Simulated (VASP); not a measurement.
# CdSe in VASP: notebook

The runs below take CdSe through single point, relaxation of cell and atoms, with PBE-based global hybrid with 35 % exact exchange, r2SCAN, SCAN, PBE0.

Program: VASP 6.6.1. These are calculated values, not measurements. Logs are shortened: lines on timing, memory, paths and dates and some standing lists are left out, and cuts for length are marked.

### 1 The cell of the first run

Symmetry: P6_3mc, No. 186, hexagonal system. The conventional cell has a = 4.300 Å, b = 4.300 Å, c = 7.020 Å, α = 90.00°, β = 90.00°, γ = 120.00°. Cd (site symmetry 3m) has 4 Se at 2.61 to 2.70 Å within 3.4 Å. Within 3.4 Å of Se (site symmetry 3m) lie 4 Cd at 2.61 to 2.70 Å.

### 2 Single point, PBE-based global hybrid with 35 % exact exchange

POSCAR reads:

```
CdSe
1.0
    4.3000000000      0.0000000000      0.0000000000
   -2.1500000000      3.7239092363      0.0000000000
    0.0000000000      0.0000000000      7.0200000000
Cd Se
2 2
Direct
    0.6666666667      0.3333333333      0.5000000000
    0.3333333333      0.6666666667      0.0000000000
    0.6666666667      0.3333333333      0.8850000000
    0.3333333333      0.6666666667      0.3850000000
```

INCAR.step1 reads:

```
  PREC = Accurate
  ENCUT = 520
  EDIFF = 1E-5
  ISMEAR = -1
  SIGMA = 0.05
  LREAL = False
  LASPH = True
  NELM = 80
  ALGO = Normal
  ISIF = 2
  LWAVE = True
  LCHARG = False
  GGA = PE
  NBANDS = 26
```

INCAR.step2 reads:

```
  PREC = Accurate
  ENCUT = 520
  EDIFF = 1E-6
  ISMEAR = -1
  SIGMA = 0.05
  LREAL = False
  LASPH = True
  NELM = 80
  ALGO = Normal
  ISIF = 2
  LWAVE = False
  LCHARG = False
  GGA = PE
  LHFCALC = True
  AEXX = 0.35
  PRECFOCK = Normal
  ISTART = 1
  NBANDS = 26
```

KPOINTS reads:

```
Automatic mesh
0
Gamma
  4 4 2
```

Potentials or basis: VASP PAW PBE potentials, release 64 (Cd, Se).

Command:

```bash
> cat potpaw_PBE.64/Cd/POTCAR potpaw_PBE.64/Se/POTCAR > POTCAR
> cp INCAR.step1 INCAR
> mpirun -np 1 vasp_std > vasp.out
> cp INCAR.step2 INCAR
> mpirun -np 1 vasp_std > vasp.out
```

OUTCAR:

```text
PREC = Accurate
   ENCUT = 520
   EDIFF = 1E-6
   ISMEAR = -1
   LREAL = False
   LASPH = True
   NELM = 80
   ISIF = 2
   GGA = PE
   LHFCALC = True
   AEXX = 0.35
   PRECFOCK = Normal
   ISTART = 1

 ion  position               nearest neighbor table
   1  0.667  0.333  0.500-   4 2.61   4 2.61   4 2.61   3 2.70
   2  0.333  0.667  0.000-   3 2.61   3 2.61   3 2.61   4 2.70
   3  0.667  0.333  0.885-   2 2.61   2 2.61   2 2.61   1 2.70
   4  0.333  0.667  0.385-   1 2.61   1 2.61   1 2.61   2 2.70

  LATTYP: Found a hexagonal cell.
 ALAT       =     4.3000000000
 C/A-ratio  =     1.6325581395

  Lattice vectors:

 A1 = (   4.3000000000,   0.0000000000,   0.0000000000)
 A2 = (  -2.1500000000,   3.7239092363,   0.0000000000)
 A3 = (   0.0000000000,   0.0000000000,   7.0200000000)

Analysis of symmetry for initial positions (statically):
=====================================================================
 Subroutine PRICEL returns:
 Original cell was already a primitive cell.

 Routine SETGRP: Setting up the symmetry group for a
 hexagonal supercell.

 Subroutine GETGRP returns: Found 12 space group operations
 (whereof  6 operations were pure point group operations)
 out of a pool of 24 trial point group operations.

The static configuration has the point symmetry C_3v.
 The point group associated with its full space group is C_6v.

Analysis of symmetry for dynamics (positions and initial velocities):
=====================================================================
 Subroutine PRICEL returns:
 Original cell was already a primitive cell.

 Routine SETGRP: Setting up the symmetry group for a
 hexagonal supercell.

 Subroutine GETGRP returns: Found 12 space group operations
 (whereof  6 operations were pure point group operations)
 out of a pool of 24 trial point group operations.

The dynamic configuration has the point symmetry C_3v.
 The point group associated with its full space group is C_6v.

 Subroutine INISYM returns: Found 12 space group operations
 (whereof  6 operations are pure point group operations),
 and found     1 'primitive' translations

----------------------------------------------------------------------------------------

                                     Primitive cell

  volume of cell :     112.4099

  direct lattice vectors                    reciprocal lattice vectors
     4.300000000  0.000000000  0.000000000     0.232558140  0.134267504  0.000000000
    -2.150000000  3.723909236  0.000000000     0.000000000  0.268535009  0.000000000
     0.000000000  0.000000000  7.020000000     0.000000000  0.000000000  0.142450142

  length of vectors
     4.300000000  4.300000000  7.020000000     0.268535009  0.268535009  0.142450142

  position of ions in fractional coordinates (direct lattice)
     0.666666667  0.333333333  0.500000000
     0.333333333  0.666666667  0.000000000
     0.666666667  0.333333333  0.885000000
     0.333333333  0.666666667  0.385000000

  ion indices of the primitive-cell ions
   primitive index   ion index
                 1           1
                 2           2
                 3           3
                 4           4

----------------------------------------------------------------------------------------

 KPOINTS: Automatic mesh

Automatic generation of k-mesh.
 Grid dimensions read from file:
 generate k-points for:    4    4    2

 Generating k-lattice:

  Cartesian coordinates                     Fractional coordinates (reciprocal lattice)
     0.058139535  0.033566876  0.000000000     0.250000000  0.000000000  0.000000000
     0.000000000  0.067133752  0.000000000     0.000000000  0.250000000  0.000000000
     0.000000000  0.000000000  0.071225071     0.000000000  0.000000000  0.500000000

  Length of vectors
     0.067133752  0.067133752  0.071225071

  Shift w.r.t. Gamma in fractional coordinates (k-lattice)
     0.000000000  0.000000000  0.000000000

 Subroutine IBZKPT returns following result:
 ===========================================

 Found      8 irreducible k-points:

[... 48 lines left out ...]
[... 18 lines left out ...]
     25       9.1629      0.00000
     26       9.9070      0.00000

 k-point     2 :       0.2500   -0.0000    0.0000
  band No.  band energies     occupation
      1     -14.4559      2.00000
      2     -14.1543      2.00000
      3     -10.0423      2.00000
      4     -10.0269      2.00000
      5      -9.9647      2.00000
      6      -9.9469      2.00000
[... 18 lines left out ...]
     25       9.5796      0.00000
     26      10.1563      0.00000

 k-point     3 :       0.5000   -0.0000    0.0000
  band No.  band energies     occupation
      1     -14.2284      2.00000
      2     -14.0995      2.00000
      3      -9.9943      2.00000
      4      -9.9920      2.00000
      5      -9.8832      2.00000
      6      -9.8309      2.00000
[... 18 lines left out ...]
     25       9.9817      0.00000
     26      11.8698      0.00000

 k-point     4 :       0.2500    0.2500    0.0000
  band No.  band energies     occupation
      1     -14.2307      2.00000
      2     -14.1004      2.00000
      3     -10.0141      2.00000
      4      -9.9479      2.00000
      5      -9.8834      2.00000
      6      -9.8830      2.00000
[... 18 lines left out ...]
     25       9.5806      0.00000
     26      11.1509      0.00000

 k-point     5 :       0.0000    0.0000    0.5000
  band No.  band energies     occupation
      1     -14.4417      2.00000
      2     -14.4417      2.00000
      3     -10.0817      2.00000
      4     -10.0817      2.00000
      5     -10.0817      2.00000
      6     -10.0817      2.00000
[... 18 lines left out ...]
     25       8.3268      0.00000
     26       8.3268      0.00000

 k-point     6 :       0.2500   -0.0000    0.5000
  band No.  band energies     occupation
      1     -14.2980      2.00000
      2     -14.2980      2.00000
      3     -10.0048      2.00000
      4     -10.0048      2.00000
      5      -9.9971      2.00000
      6      -9.9971      2.00000
[... 18 lines left out ...]
     25       9.5387      0.00000
     26       9.5387      0.00000

 k-point     7 :       0.5000   -0.0000    0.5000
  band No.  band energies     occupation
      1     -14.1550      2.00000
      2     -14.1550      2.00000
      3      -9.9600      2.00000
      4      -9.9600      2.00000
      5      -9.9355      2.00000
      6      -9.9355      2.00000
[... 18 lines left out ...]
     25      10.2927      0.00000
     26      10.2927      0.00000

 k-point     8 :       0.2500    0.2500    0.5000
  band No.  band energies     occupation
      1     -14.1565      2.00000
      2     -14.1565      2.00000
      3      -9.9534      2.00000
      4      -9.9534      2.00000
      5      -9.9290      2.00000
      6      -9.9290      2.00000
[... 18 lines left out ...]
     25       9.8062      0.00000
     26       9.8062      0.00000

------------------------ aborting loop because EDIFF is reached ----------------------------------------

  FORCE on cell =-STRESS in cart. coord.  units (eV):
  Direction    XX          YY          ZZ          XY          YZ          ZX
  --------------------------------------------------------------------------------------
  -------------------------------------------------------------------------------------
  Total        1.4680507      1.4680507     -0.1430453      0.0000000      0.0000000      0.0000000
  in kB       20.9241096     20.9241096     -2.0388225      0.0000000      0.0000000      0.0000000
  external PRESSURE =      13.2697989 kB  Pullay stress =       0.0000000 kB

 VOLUME and BASIS-vectors are now :
 -----------------------------------------------------------------------------
  energy-cutoff  :      520.00
  volume of cell :      112.41
      direct lattice vectors                 reciprocal lattice vectors
     4.300000000  0.000000000  0.000000000     0.232558140  0.134267504  0.000000000
    -2.150000000  3.723909236  0.000000000     0.000000000  0.268535009  0.000000000
     0.000000000  0.000000000  7.020000000     0.000000000  0.000000000  0.142450142

 POSITION                                       TOTAL-FORCE (eV/Angst)
 -----------------------------------------------------------------------------------
      2.15000      1.24130      3.51000        -0.000000     -0.000000      0.296139
     -0.00000      2.48261      0.00000         0.000000      0.000000      0.296139
      2.15000      1.24130      6.21270        -0.000000      0.000000     -0.296139
     -0.00000      2.48261      2.70270         0.000000     -0.000000     -0.296139
 -----------------------------------------------------------------------------------
    total drift:                               -0.000000     -0.000000     -0.000049

  FREE ENERGIE OF THE ION-ELECTRON SYSTEM (eV)
  ---------------------------------------------------
  free  energy   TOTEN  =       -16.4257849044 eV

  energy  without entropy=      -16.4257849044  energy(sigma->0) =      -16.42578490
```

It took 39 min on 1 thread of Intel Xeon 8259CL, shared host; peak memory 0.27 GiB.

What came out:

```yaml
Free_energy: -16.4258 eV
Pressure: 1.3 GPa
Largest_force: 0.296 eV/Å
Band_gap_on_the_k_mesh: 3.05 eV
```

Forces on the atoms (eV/Å):
```
Cd   0.000  0.000  0.296
Cd   0.000  0.000  0.296
Se   0.000  0.000 -0.296
Se   0.000  0.000 -0.296
```

Levels at points of the mesh, in eV from the valence-band top:
| k point | band 16 | band 17 | band 18 | band 19 | band 20 | band 21 |
| --- | --- | --- | --- | --- | --- | --- |
| (0.00, 0.00, 0.00) | 0.00 | 0.00 | 0.00 | 3.05 | 4.54 | 8.38 |
| (0.50, 0.00, 0.00) | -2.06 | -1.36 | -0.92 | 5.64 | 5.72 | 7.06 |
| (0.00, 0.00, 0.50) | -0.42 | -0.42 | -0.42 | 4.76 | 4.76 | 8.32 |
| (0.50, 0.00, 0.50) | -1.53 | -1.42 | -1.42 | 5.33 | 5.33 | 7.20 |

Caveat: the k points lie up to 0.45 Å⁻¹ apart; the PAW data sets were made with another functional, which shifts forces and pressure a little.

### 3 Single point, r2SCAN, collinear spin (atoms moved at random)

POSCAR reads:

```
CdSe
1.0
    4.3000000000      0.0000000000      0.0000000000
   -2.1500000000      3.7239092363      0.0000000000
    0.0000000000      0.0000000000      7.0200000000
Cd Se
2 2
Direct
    0.6670260349      0.3233948600      0.5017486947
    0.3321561961      0.6569780554      0.0017201934
    0.6655908527      0.3236526314      0.8771628303
    0.3335499162      0.6566974532      0.3772162817
```

INCAR.step1 reads:

```
SYSTEM = CdSe
PREC = Accurate ; ENCUT = 520
ISMEAR = 0 ; SIGMA = 0.01
LREAL = .FALSE. ; LASPH = .TRUE.
NELM = 150 ; ISPIN = 2
MAGMOM = 0.5 -0.5 0 0 ; NBANDS = 30
GGA = PE ; ALGO = Normal
EDIFF = 1E-4 ; LWAVE = .TRUE.
LCHARG = .FALSE.
```

INCAR.step2 reads:

```
SYSTEM = CdSe
PREC = Accurate ; ENCUT = 520
EDIFF = 1E-6 ; ISMEAR = 0
SIGMA = 0.01 ; LREAL = .FALSE.
LASPH = .TRUE. ; NELM = 150
ALGO = Normal ; ISIF = 2
LWAVE = .FALSE. ; LCHARG = .FALSE.
ISPIN = 2 ; MAGMOM = 0.5 -0.5 0 0
LORBIT = 11 ; METAGGA = R2SCAN
LMIXTAU = .TRUE. ; NBANDS = 30
ISTART = 1
```

KPOINTS reads:

```
regular mesh
0
G
  5 5 3
  0 0 0
```

Potentials or basis: VASP PAW PBE potentials, release 64 (Cd, Se).

Command:

```bash
> cat potpaw_PBE.64/Cd/POTCAR potpaw_PBE.64/Se/POTCAR > POTCAR
> cp INCAR.step1 INCAR
> mpirun -np 1 vasp_std > vasp.out
> cp INCAR.step2 INCAR
> mpirun -np 1 vasp_std > vasp.out
```

Run time: 4.9 min. Hardware: 1 thread of Intel Xeon 6975P-C (Granite Rapids), shared host; peak memory 0.4 GiB.

Results (log left out):

```yaml
Free_energy: -71.8016 eV
Pressure: 1.8 GPa
Band_gap_on_the_k_mesh: 1.15 eV
Net_moment: 0.00 μB per cell
Valence_electrons_inside_the_program's_atomic_spheres: Cd 10.30; Se 3.92
```

Forces in eV/Å, atoms in the order of the input:
```
Cd  -0.002  0.000 -0.001
Cd   0.001  0.000  0.001
Se   0.001 -0.001  0.002
Se   0.000  0.001 -0.002
```

Levels at points of the mesh, in eV from the valence-band top:
Spin up:
| k point | band 16 | band 17 | band 18 | band 19 | band 20 | band 21 |
| --- | --- | --- | --- | --- | --- | --- |
| (0.00, 0.00, 0.00) | -0.05 | 0.00 | 0.00 | 1.15 | 2.68 | 6.37 |
Spin down:
```tsv
k point	band 14	band 15	band 16	band 17	band 18	band 19	band 20	band 21	band 22	band 23
(0.00, 0.00, 0.00)	-0.78	-0.78	-0.05	0.00	0.00	1.15	2.68	6.37	6.38	6.67
```

Caveat: the cell differs from its parent crystal (atoms moved at random); the PAW data sets were made with another functional, which shifts forces and pressure a little.

### 4 Relaxation of cell and atoms, SCAN (30.91 Å³/atom)

This run uses another cell than the first one, of 30.91 Å³/atom.

POSCAR reads:

```
CdSe
1.0
    4.4388044965      0.0000000000      0.0000000000
   -2.2194022482      3.8441174564      0.0000000000
    0.0000000000      0.0000000000      7.2466064105
Cd Se
2 2
Direct
    0.6666666667      0.3333333333      0.5000000000
    0.3333333333      0.6666666667      0.0000000000
    0.6666666667      0.3333333333      0.8850000000
    0.3333333333      0.6666666667      0.3850000000
```

INCAR.step1 reads:

```
  METAGGA = SCAN
  ISMEAR = 0
  SIGMA = 0.03
  LWAVE = F
  LCHARG = F
  NSW = 80
  PREC = Accurate
  LASPH = T
  LREAL = F
  ALGO = Normal
  EDIFF = 1E-6
  NELM = 120
  GGA_COMPAT = F
  IBRION = 2
  ISIF = 3
  EDIFFG = -0.005
  NELMIN = 4
  ENCUT = 720
  EFERMI = MIDGAP
  LMIXTAU = T
  KPAR = 8
  POTIM = 0.5
```

INCAR.step4 reads:

```
  METAGGA = SCAN
  ISMEAR = 0
  SIGMA = 0.03
  LWAVE = F
  LCHARG = F
  PREC = Accurate
  LASPH = T
  LREAL = F
  ALGO = Normal
  EDIFF = 1E-6
  NELM = 120
  GGA_COMPAT = F
  ISIF = 2
  ENCUT = 720
  EFERMI = MIDGAP
  LMIXTAU = T
  KPAR = 8
```

KPOINTS reads:

```
Automatic mesh
0
Gamma
  7 7 4
  0 0 0
```

Command:

```bash
> cat potpaw_PBE.64/Cd/POTCAR potpaw_PBE.64/Se/POTCAR > POTCAR
> cp INCAR.step1 INCAR
> cp POSCAR.step1 POSCAR
> mpirun -np 8 vasp_std > vasp.out
> cp CONTCAR POSCAR
> mpirun -np 8 vasp_std > vasp.out
> cp CONTCAR POSCAR
> mpirun -np 8 vasp_std > vasp.out
> cp CONTCAR POSCAR
> cp INCAR.step4 INCAR
> mpirun -np 8 vasp_std > vasp.out
```

It took 21 min on 8 MPI ranks of AMD EPYC 7R13 (Zen 3), shared host; peak memory 0.43 GiB.

The run converged. Its results:

```
Free energy                           : -103.7607 eV
Relaxed volume                        : 28.72 Å³/atom
Relaxed cell                          : a = 4.330 Å, b = 4.330 Å, c = 7.074 Å, α = 90.00°, β = 90.00°, γ = 120.00°
Space group after relaxing (to 0.1 Å) : P6_3mc (No. 186)
Energy gained by relaxing             : 25.8 meV/atom
Ionic steps                           : 15
Pressure after relaxing               : 0.0 GPa
Band gap on the k mesh                : 0.98 eV
```

The path:
```tsv
step	energy change (eV)	largest force (eV/Å)	pressure (GPa)	volume (Å³)
1	0.0000	0.2062	-3.21	123.65
2	-0.0921	0.1324	0.96	112.90
3	-0.0974	0.1501	0.07	114.80
4	-0.0974	0.1487	0.15	114.62
5	-0.1011	0.0534	0.07	114.74
6	-0.1011	0.0347	0.06	114.77
7	-0.1020	0.0323	-0.02	114.97
8	-0.1034	0.0233	-0.29	115.57
9	-0.1038	0.0198	-0.23	115.43
10	-0.1042	0.0071	-0.06	115.00
11	-0.1042	0.0060	-0.05	114.97
12	-0.1042	0.0029	-0.03	114.92
13	-0.1042	0.0000	0.00	114.87
14	-0.1031	0.0000	-0.01	114.87
15	-0.1031	0.0000	-0.01	114.87
```

Final structure:
```
Cd Se
1.0
     4.33004    0.00000    0.00000
    -2.16502    3.74992    0.00000
     0.00000    0.00000    7.07415
Cd Se
2 2
Direct
  0.66667 0.33333 0.50488
  0.33333 0.66667 0.00488
  0.66667 0.33333 0.88012
  0.33333 0.66667 0.38012
```

Levels at points of the mesh, in eV from the valence-band top:
| k point | band 14 | band 15 | band 16 | band 17 | band 18 | band 19 | band 20 | band 21 | band 22 |
| --- | --- | --- | --- | --- | --- | --- | --- | --- | --- |
| (0.00, 0.00, 0.00) | -0.75 | -0.75 | -0.05 | 0.00 | 0.00 | 0.98 | 2.57 | 6.31 | 6.31 |
| (0.00, 0.00, 0.50) | -2.62 | -0.39 | -0.39 | -0.39 | -0.39 | 2.70 | 2.70 | 6.20 | 6.20 |

Caveat: the PAW data sets were made with another functional, which shifts forces and pressure a little.

### 5 Single point, PBE0

This run uses another cell than the first one, of 28.97 Å³/atom.

POSCAR reads:

```
CdSe
1.0
    4.3510370812      0.0000000000      0.0000000000
   -2.1755185406      3.7681086451      0.0000000000
    0.0000000000      0.0000000000      7.0686140563
Cd Se
2 2
Direct
    0.6666666667      0.3333333333      0.5043313982
    0.3333333333      0.6666666667      0.0043313982
    0.6666666667      0.3333333333      0.8806686018
    0.3333333333      0.6666666667      0.3806686018
```

INCAR.step1 reads:

```
SYSTEM = CdSe
ALGO = Normal
EDIFF = 1E-5
ENCUT = 520
GGA = PE
ISIF = 2
ISMEAR = -1
LASPH = .True.
LREAL = .False.
LWAVE = .True.
NBANDS = 26
NELM = 80
PREC = Accurate
SIGMA = 0.05
```

INCAR.step2 reads:

```
SYSTEM = CdSe
AEXX = 0.25
ALGO = Normal
EDIFF = 1E-6
ENCUT = 520
GGA = PE
ISIF = 2
ISMEAR = -1
ISTART = 1
LASPH = .True.
LCHARG = .True.
LELF = .True.
LHFCALC = .True.
LREAL = .False.
LVHAR = .True.
LWAVE = .False.
NBANDS = 26
NELM = 80
PREC = Accurate
PRECFOCK = Normal
SIGMA = 0.05
```

KPOINTS reads:

```
k-points
0
Gamma
  4 4 2
  0 0 0
```

Command:

```bash
> cat potpaw_PBE.64/Cd/POTCAR potpaw_PBE.64/Se/POTCAR > POTCAR
> cp INCAR.step1 INCAR
> mpirun -np 1 vasp_std > vasp.out
> cp INCAR.step2 INCAR
> mpirun -np 1 vasp_std > vasp.out
```

Run time: 41 min. Hardware: 1 thread of Intel Xeon 8259CL, shared host; peak memory 0.28 GiB.

The run converged. Its results:

```yaml
Free_energy: -14.8150 eV
Pressure: 0.1 GPa
Band_gap_on_the_k_mesh: 2.24 eV
```

Levels at points of the mesh, in eV from the valence-band top:
```tsv
k point	band 15	band 16	band 17	band 18	band 19	band 20	band 21	band 22
(0.00, 0.00, 0.00)	-0.80	-0.03	0.00	0.00	2.24	3.84	7.61	7.61
(0.50, 0.00, 0.00)	-2.73	-1.92	-1.35	-0.78	4.90	4.96	6.40	7.98
(0.00, 0.00, 0.50)	-0.42	-0.42	-0.42	-0.42	4.00	4.00	7.58	7.58
(0.50, 0.00, 0.50)	-1.39	-1.39	-1.37	-1.37	4.58	4.58	6.55	6.55
```

Caveat: the k points lie up to 0.44 Å⁻¹ apart; the PAW data sets were made with another functional, which shifts forces and pressure a little.

### 6 Overview

| task | level | spin | cell | k mesh | cutoff (eV) | smearing | dipole correction | grid for exact exchange (PRECFOCK) | share of exact exchange | tolerance level | purpose | gap on the mesh (eV) | pressure (GPa) |
| --- | --- | --- | --- | --- | --- | --- | --- | --- | --- | --- | --- | --- | --- |
| single point | PBE-based global hybrid with 35 % exact exchange | off | a = 4.300, b = 4.300, c = 7.020 Å, angles 90.0, 90.0, 120.0°, 4 atoms, atomic positions A | 4 × 4 × 2 | 520 | fermi-dirac 0.05 eV | no | Normal | 0.35 | - | - | 3.05 | 1.3 |
| single point | r2SCAN | collinear | a = 4.300, b = 4.300, c = 7.020 Å, angles 90.0, 90.0, 120.0°, 4 atoms, atomic positions B | 5 × 5 × 3 | 520 | gaussian 0.01 eV | no | - | - | - | - | 1.15 | 1.8 |
| relaxation of cell and atoms | SCAN | off | relaxed from a = 4.439, b = 4.439, c = 7.247 Å, angles 90.0, 90.0, 120.0°, 4 atoms, atomic positions A | 7 × 7 × 4 | 720 | gaussian 0.03 eV | - | - | - | tight | cell | 0.98 | 0.0 |
| single point | PBE0 | off | a = 4.351, b = 4.351, c = 7.069 Å, angles 90.0, 90.0, 120.0°, 4 atoms, atomic positions C | 4 × 4 × 2 | 520 | fermi-dirac 0.05 eV | no | Normal | 0.25 | - | - | 2.24 | 0.1 |

Alike in all rows: potentials or basis VASP PAW PBE potentials, release 64 (Cd, Se).

Caveats: some runs use coarse meshes; the PAW data sets were made with another functional, which shifts forces and pressure a little.

Total energies depend on the potentials used, so only differences within one code and one set of settings carry meaning.
